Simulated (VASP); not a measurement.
# Lu (Fd-3m) in VASP: single point with PBE

Aim: the single point of Lu with PBE.

All numbers are computed with VASP 6.6.1; they aren't measurements. Logs are shortened: lines on timing, memory, paths and dates and some standing lists are left out, and cuts for length are marked.

## Step 1: The cell of the first run

Symmetry: Fd-3m, No. 227, cubic system. Conventional cell: a = 7.402 Å, b = 7.402 Å, c = 7.402 Å, α = 90.00°, β = 90.00°, γ = 90.00°. Within 4.2 Å of Lu (site symmetry -43m) lie 4 Lu at 3.21 Å.

This isn't the form of Lu at room conditions, which is hcp.

## Step 2: Single point, PBE (50.69 Å³/atom)

The input, INCAR:

```
SYSTEM = Lu
ALGO     = Normal         ! electronic algorithm
EDIFF    = 1E-6           ! SCF threshold, eV
ENCUT    = 520            ! plane-wave cutoff, eV
GGA      = PE             ! functional
ISIF     = 2              ! what is computed and relaxed
ISMEAR   = -1             ! smearing method
LASPH    = .True.         ! aspherical terms in the spheres
LCHARG   = .False.        ! write CHGCAR
LREAL    = .False.        ! projectors in reciprocal space
LWAVE    = .False.        ! write WAVECAR
NBANDS   = 32             ! bands
NELM     = 100            ! most SCF steps
PREC     = Accurate       ! precision mode
SIGMA    = 0.08           ! smearing width, eV
```

The input, KPOINTS:

```
k-points
0
Gamma
  10 10 10
  0 0 0
```

The input, POSCAR:

```
Lu
1.0
    0.0000000000      3.7008248714      3.7008248714
    3.7008248714      0.0000000000      3.7008248714
    3.7008248714      3.7008248714      0.0000000000
Lu
2
Direct
   -0.1250000000     -0.1250000000     -0.1250000000
    0.1250000000      0.1250000000      0.1250000000
```

Potentials or basis: VASP PAW PBE potentials, release 64 (Lu).

The run is started by

```sh
$ cat potpaw_PBE.64/Lu/POTCAR > POTCAR
$ mpirun -np 1 vasp_std > vasp.out
```

OUTCAR:

```text
SYSTEM = Lu
   EDIFF = 1E-6
   ENCUT = 520
   GGA = PE
   ISIF = 2
   ISMEAR = -1
   LASPH = .True.
   LREAL = .False.
   NELM = 100
   PREC = Accurate

 ion  position               nearest neighbor table
   1  0.875  0.875  0.875-   2 3.21   2 3.21   2 3.21   2 3.21
   2  0.125  0.125  0.125-   1 3.21   1 3.21   1 3.21   1 3.21

  LATTYP: Found a face centered cubic cell.
 ALAT       =     7.4016497428

  Lattice vectors:

 A1 = (   0.0000000000,   3.7008248714,   3.7008248714)
 A2 = (   3.7008248714,   0.0000000000,   3.7008248714)
 A3 = (   3.7008248714,   3.7008248714,   0.0000000000)

Analysis of symmetry for initial positions (statically):
=====================================================================
 Subroutine PRICEL returns:
 Original cell was already a primitive cell.

 Routine SETGRP: Setting up the symmetry group for a
 face centered cubic supercell.

 Subroutine GETGRP returns: Found 48 space group operations
 (whereof 12 operations were pure point group operations)
 out of a pool of 48 trial point group operations.

The static configuration has the point symmetry D_3d.
 The point group associated with its full space group is O_h .

Analysis of symmetry for dynamics (positions and initial velocities):
=====================================================================
 Subroutine PRICEL returns:
 Original cell was already a primitive cell.

 Routine SETGRP: Setting up the symmetry group for a
 face centered cubic supercell.

 Subroutine GETGRP returns: Found 48 space group operations
 (whereof 12 operations were pure point group operations)
 out of a pool of 48 trial point group operations.

The dynamic configuration has the point symmetry D_3d.
 The point group associated with its full space group is O_h .

 Subroutine INISYM returns: Found 48 space group operations
 (whereof 12 operations are pure point group operations),
 and found     1 'primitive' translations

----------------------------------------------------------------------------------------

                                     Primitive cell

  volume of cell :     101.3738

  direct lattice vectors                    reciprocal lattice vectors
     0.000000000  3.700824871  3.700824871    -0.135105015  0.135105015  0.135105015
     3.700824871  0.000000000  3.700824871     0.135105015 -0.135105015  0.135105015
     3.700824871  3.700824871  0.000000000     0.135105015  0.135105015 -0.135105015

  length of vectors
     5.233756725  5.233756725  5.233756725     0.234008750  0.234008750  0.234008750

  position of ions in fractional coordinates (direct lattice)
     0.875000000  0.875000000  0.875000000
     0.125000000  0.125000000  0.125000000

  ion indices of the primitive-cell ions
   primitive index   ion index
                 1           1
                 2           2

----------------------------------------------------------------------------------------

 KPOINTS: k-points

Automatic generation of k-mesh.
 Grid dimensions read from file:
 generate k-points for:   10   10   10

 Generating k-lattice:

  Cartesian coordinates                     Fractional coordinates (reciprocal lattice)
    -0.013510502  0.013510502  0.013510502     0.100000000  0.000000000  0.000000000
     0.013510502 -0.013510502  0.013510502     0.000000000  0.100000000  0.000000000
     0.013510502  0.013510502 -0.013510502     0.000000000  0.000000000  0.100000000

  Length of vectors
     0.023400875  0.023400875  0.023400875

  Shift w.r.t. Gamma in fractional coordinates (k-lattice)
     0.000000000  0.000000000  0.000000000

 Subroutine IBZKPT returns following result:
 ===========================================

 Found     47 irreducible k-points:

 Following reciprocal coordinates:
            Coordinates               Weight
  0.000000  0.000000  0.000000      1.000000
  0.100000  0.000000  0.000000      8.000000
  0.200000  0.000000  0.000000      8.000000
  0.300000  0.000000  0.000000      8.000000
  0.400000  0.000000  0.000000      8.000000
  0.500000  0.000000  0.000000      4.000000
[... 16 lines left out ...]
  0.300000  0.300000  0.000000      6.000000
  0.400000  0.300000  0.000000     24.000000
 [... further k-points ...]
   k-points           NKPTS =     47   k-points in BZ     NKDIM =     47   number of bands    NBANDS=     32
   number of dos      NEDOS =    301   number of ions     NIONS =      2
   total plane-waves  NPLWV =  64000
   dimension x,y,z NGX =    40 NGY =   40 NGZ =   40
   dimension x,y,z NGXF=    80 NGYF=   80 NGZF=   80
   ions per type =               2
   NGX,Y,Z   is equivalent  to a cutoff of  12.71, 12.71, 12.71 a.u.
   NGXF,Y,Z  is equivalent  to a cutoff of  25.41, 25.41, 25.41 a.u.
 SYSTEM =  Lu
   PREC   = accura    normal or accurate (medium, high low for compatibility)
   ISTART =      0    job   : 0-new  1-cont  2-samecut
   ICHARG =      2    charge: 1-file 2-atom 10-const
   ISPIN  =      1    spin polarized calculation?
   LNONCOLLINEAR =      F non collinear calculations
   LSORBIT =      F    spin-orbit coupling
   LASPH  =      T    aspherical Exc in radial PAW
   ENCUT  =  520.0 eV  38.22 Ry    6.18 a.u.   9.73  9.73  9.73*2*pi/ulx,y,z
   NELM   =    100;   NELMIN=  2; NELMDL= -5     # of ELM steps
   EDIFF  = 0.1E-05   stopping-criterion for ELM
   LREAL  =      F    real-space projection
   EDIFFG = 0.1E-04   stopping-criterion for IOM
   NSW    =      0    number of steps for IOM
   IBRION =     -1    ionic relax: 0-MD 1-quasi-New 2-CG
   NFREE  =      0    steps in history (QN), initial steepest desc. (CG)
   ISIF   =      2    stress and relaxation
   ISYM   =      2    0-nonsym 1-usesym 2-fastsym
   POTIM  = 0.5000    time-step for ionic-motion
   TEBEG  =    0.0;   TEEND  =   0.0 temperature during run
   PSTRESS=    0.0 pullay stress
   NELECT =      50.0000    total number of electrons
   NUPDOWN=      -1.0000    fix difference up-down
   EMIN   =  10.00;   EMAX   =-10.00  energy-range for DOS
   EFERMI =   0.00;   METHOD = LEGACY
   ISMEAR =    -1;   SIGMA  =   0.08  broadening in eV -4-tet -1-fermi 0-gaus
   EFERMI_NEDOS =   21; number of points for ismear=-14 and -15
   IALGO  =     38    algorithm
   IMIX   =      4    mixing-type and parameters
     AMIX     =   0.40;   BMIX     =  1.00
     AMIX_MAG =   1.60;   BMIX_MAG =  1.00
  volume/ion in A,a.u.               =      50.69       342.05
  Fermi-wavevector in a.u.,A,eV,Ry     =   1.293470  2.444304 22.763420  1.673064
  Thomas-Fermi vector in A             =   2.425113
   LORBIT       =      0    0 simple, 1 ext, 2 COOP (PROOUT), +10 PAW based schemes
   GGA     = PE    functional components
   LHFCALC =     F    Hartree Fock is set to
   AEXX    =    0.0000 exact exchange contribution
   IVDW    =     0    specifies the selected vdW correction
   LEPSILON=     F    determine dielectric tensor
   LRPA    =     F    only Hartree local field effects (RPA)
 non-spin polarized calculation
  energy-cutoff  :      520.00
  volume of cell :      101.37
 maximum number of plane-waves:      2764
   NGX = 19   NGY = 19   NGZ = 19

 number of electron      49.9999985 magnetization

 Free energy of the ion-electron system (eV)
  ---------------------------------------------------
  ext. energy  EPLUGINS =         0.00000000
  ---------------------------------------------------
  free energy    TOTEN  =        -5.09909503 eV

  energy without entropy =       -4.99554402  energy(sigma->0) =       -5.04731952

 E-fermi :   0.0147     XC(G=0):  -8.0956

 val. band max:        0.0145540104   @ k =   0.5000   0.2000   0.1000
 cond. band min:       0.0151780404   @ k =  -0.4000   0.2000   0.1000
 fundamental gap:      0.0006240300
 Fermi energy:         0.0146841083

 k-point     1 :       0.0000    0.0000    0.0000
  band No.  band energies     occupation
      1     -57.2450      2.00000
      2     -57.1933      2.00000
      3     -27.9840      2.00000
      4     -27.9840      2.00000
      5     -27.9840      2.00000
      6     -27.7175      2.00000
[... 24 lines left out ...]
     31       1.8279      0.00000
     32       4.7976      0.00000

 k-point     2 :       0.1000    0.0000    0.0000
  band No.  band energies     occupation
      1     -57.2440      2.00000
      2     -57.1943      2.00000
      3     -27.9867      2.00000
      4     -27.9867      2.00000
      5     -27.9829      2.00000
      6     -27.7190      2.00000
[... 24 lines left out ...]
     31       1.8244      0.00000
     32       4.7686      0.00000

 k-point     3 :       0.2000    0.0000    0.0000
  band No.  band energies     occupation
      1     -57.2414      2.00000
      2     -57.1969      2.00000
      3     -27.9936      2.00000
      4     -27.9936      2.00000
      5     -27.9801      2.00000
      6     -27.7230      2.00000
[... 24 lines left out ...]
     31       1.8624      0.00000
     32       4.6647      0.00000

 k-point     4 :       0.3000    0.0000    0.0000
  band No.  band energies     occupation
      1     -57.2376      2.00000
      2     -57.2007      2.00000
      3     -28.0016      2.00000
      4     -28.0016      2.00000
      5     -27.9767      2.00000
      6     -27.7279      2.00000
[... 24 lines left out ...]
     31       2.0451      0.00000
     32       4.4468      0.00000

 k-point     5 :       0.4000    0.0000    0.0000
  band No.  band energies     occupation
      1     -57.2338      2.00000
      2     -57.2045      2.00000
      3     -28.0078      2.00000
      4     -28.0078      2.00000
      5     -27.9738      2.00000
      6     -27.7319      2.00000
[... 584 lines left out ...]
     31       2.4826      0.00000
     32       3.3696      0.00000

 k-point    22 :      -0.2000    0.2000    0.0000
  band No.  band energies     occupation
      1     -57.2361      2.00000
      2     -57.2023      2.00000
      3     -28.0198      2.00000
      4     -28.0020      2.00000
      5     -27.9567      2.00000
      6     -27.7478      2.00000
[... 24 lines left out ...]
     31       2.1412      0.00000
     32       3.8334      0.00000

 k-point    23 :       0.3000    0.3000    0.0000
  band No.  band energies     occupation
      1     -57.2343      2.00000
      2     -57.2040      2.00000
      3     -28.0202      2.00000
      4     -28.0202      2.00000
      5     -27.9311      2.00000
      6     -27.7748      2.00000
[... 24 lines left out ...]
     31       1.9412      0.00000
     32       3.6125      0.00000

 k-point    24 :       0.4000    0.3000    0.0000
  band No.  band energies     occupation
      1     -57.2306      2.00000
      2     -57.2077      2.00000
      3     -28.0280      2.00000
      4     -28.0260      2.00000
      5     -27.9147      2.00000
      6     -27.7919      2.00000
[... 24 lines left out ...]
     31       2.1708      0.00000
     32       3.3092      0.00000

 [... further k-points ...]

------------------------ aborting loop because EDIFF is reached ----------------------------------------

  FORCE on cell =-STRESS in cart. coord.  units (eV):
  Direction    XX          YY          ZZ          XY          YZ          ZX
  --------------------------------------------------------------------------------------
  -------------------------------------------------------------------------------------
  Total        0.0327275      0.0327275      0.0327275     -0.0000000      0.0000000      0.0000000
  in kB        0.5172464      0.5172464      0.5172464     -0.0000000      0.0000000      0.0000000
  external PRESSURE =       0.5172464 kB  Pullay stress =       0.0000000 kB

 VOLUME and BASIS-vectors are now :
 -----------------------------------------------------------------------------
  energy-cutoff  :      520.00
  volume of cell :      101.37
      direct lattice vectors                 reciprocal lattice vectors
     0.000000000  3.700824871  3.700824871    -0.135105015  0.135105015  0.135105015
     3.700824871  0.000000000  3.700824871     0.135105015 -0.135105015  0.135105015
     3.700824871  3.700824871  0.000000000     0.135105015  0.135105015 -0.135105015

 POSITION                                       TOTAL-FORCE (eV/Angst)
 -----------------------------------------------------------------------------------
      6.47644      6.47644      6.47644         0.000000      0.000000      0.000000
      0.92521      0.92521      0.92521        -0.000000     -0.000000     -0.000000
 -----------------------------------------------------------------------------------
    total drift:                                0.000000      0.000000     -0.000000

  FREE ENERGIE OF THE ION-ELECTRON SYSTEM (eV)
  ---------------------------------------------------
  free  energy   TOTEN  =        -5.0990950256 eV

  energy  without entropy=       -4.9955440177  energy(sigma->0) =       -5.04731952
```

It took 62 s on 1 thread of Intel Xeon 6975P-C (Granite Rapids), shared host; peak memory 0.31 GiB.

Results:

- Free energy: -5.0991 eV
- Pressure: 0.1 GPa
- Band gap on the k mesh: zero (bands 25 and 26 overlap by 1.11 eV)

Levels at points of the mesh, in eV from the Fermi level:
```csv
k point,band 20,band 21,band 22,band 23,band 24,band 25,band 26,band 27,band 28,band 29
"(0.00, 0.00, 0.00)",-5.87,-5.87,-5.86,-4.45,0.38,0.38,0.44,0.44,0.44,1.81
"(0.50, 0.00, 0.00)",-5.88,-5.87,-5.87,-2.90,-0.99,0.24,0.30,0.30,0.65,0.65
"(0.50, 0.50, 0.00)",-5.88,-5.88,-5.88,-1.56,-1.56,-0.52,-0.52,0.80,0.80,2.23
```

Caveat: spin-orbit coupling is left out, which moves the levels of the heavy elements.
